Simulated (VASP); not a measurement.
Here is a VASP 6.6.1 calculation.

INCAR

```
PREC = Accurate
ENCUT = 520
EDIFF = 1E-6
ISMEAR = 0
SIGMA = 0.02
LREAL = Auto
LASPH = T
NELM = 100
ALGO = Normal
ISIF = 2
LWAVE = F
LCHARG = T
GGA = PE
LELF = T
LVHAR = T
NELECT = 250.0
NBANDS = 162
```

File KPOINTS:

```
regular mesh
0
Gamma
  1 1 1
```

Contents of POSCAR:

```
Mg32O30F
1.0
    8.6060000000      0.0000000000      0.0000000000
    0.0000000000      8.6060000000      0.0000000000
    0.0000000000      0.0000000000      8.6060000000
Mg O F
32 30 1
Direct
    0.5019901232      0.0000000000     -0.0060811062
    0.7499148269      0.2507516849      0.0000851731
    0.7560811062      0.0000000000      0.2480098768
   -0.0018875203      0.0000000000     -0.0014926795
    0.2500248664      0.2518598652     -0.0001360679
    0.5007793400      0.5000000000     -0.0009005345
    0.7499148269      0.7492483151      0.0000851731
    0.2454125029      0.0000000000      0.2367117128
    0.4999640948      0.2544931443      0.2500359052
    0.7509005345      0.5000000000      0.2492206600
    0.5132882872      0.0000000000      0.5045874971
    0.7501360679      0.2518598652      0.4999751336
    0.7514926795      0.0000000000      0.7518875203
   -0.0008227980      0.5000000000     -0.0000905182
    0.2500248664      0.7481401348     -0.0001360679
    0.0000965605      0.2510966767      0.2499839647
    0.2490758773      0.5000000000      0.2481301418
    0.4999640948      0.7455068557      0.2500359052
   -0.0115866837      0.0000000000      0.5012721357
    0.2499930281      0.2621824309      0.5000069719
    0.5018698582      0.5000000000      0.5009241227
    0.7501360679      0.7481401348      0.4999751336
    0.2487278643      0.0000000000      0.7615866837
    0.5000160353      0.2510966767      0.7499034395
    0.7500905182      0.5000000000      0.7508227980
    0.0000965605      0.7489033233      0.2499839647
   -0.0019084360      0.5000000000      0.5001986986
    0.2499930281      0.7378175691      0.5000069719
   -0.0001772020      0.2505026726      0.7501772020
    0.2498013014      0.5000000000      0.7519084360
    0.5000160353      0.7489033233      0.7499034395
   -0.0001772020      0.7494973274      0.7501772020
    0.7499373693      0.2491106205      0.2507208924
    0.0006189868      0.5000000000      0.2507306530
    0.0025255636      0.2474021613      0.4999130839
    0.2500106902      0.2471907971      0.2525728561
    0.4992678364      0.5000000000      0.2507321636
    0.7499373693      0.7508893795      0.2507208924
    0.0025016268      0.0000000000      0.2526433883
    0.4974271439      0.2471907971      0.4999893098
    0.7498168719      0.5000000000      0.4997959563
    0.0025255636      0.7525978387      0.4999130839
    0.7497731815      0.2491762724      0.7493490588
    0.0006072508      0.5000000000      0.7493927492
    0.0006509412      0.2491762724      0.0002268185
    0.2500106902      0.7528092029      0.2525728561
    0.2502005578      0.5000000000      0.4997994422
    0.4974271439      0.7528092029      0.4999893098
    0.7506415292      0.0000000000      0.5003088543
    0.2500869161      0.2474021613      0.7474744364
    0.4992693470      0.5000000000      0.7493810132
    0.7497731815      0.7508237276      0.7493490588
    0.0020536835      0.0000000000      0.7479463165
    0.4992791076      0.2491106205      0.0000626307
    0.7497561004      0.5000000000      0.0002438996
    0.0006509412      0.7508237276      0.0002268185
    0.2500869161      0.7525978387      0.7474744364
    0.4973566117      0.0000000000      0.7474983732
    0.2502040437      0.5000000000      0.0001831281
    0.4992791076      0.7508893795      0.0000626307
    0.7501696491      0.0000000000     -0.0001696491
    0.2496911457      0.0000000000     -0.0006415292
    0.2452218220      0.0000000000      0.5047781780
```

Potentials or basis: VASP PAW PBE potentials, release 64 (Mg, O, F).

Launch:

```sh
$ cat potpaw_PBE.64/Mg/POTCAR potpaw_PBE.64/O/POTCAR potpaw_PBE.64/F/POTCAR > POTCAR
$ mpirun -np 1 vasp_gam > vasp.out
```

(1) Estimate the largest force.

Results:

(1) 0.027 eV/Å.

Caveat: the k points lie up to 0.73 Å⁻¹ apart; the cell carries a net charge on a neutralising background, which shifts energy and pressure.
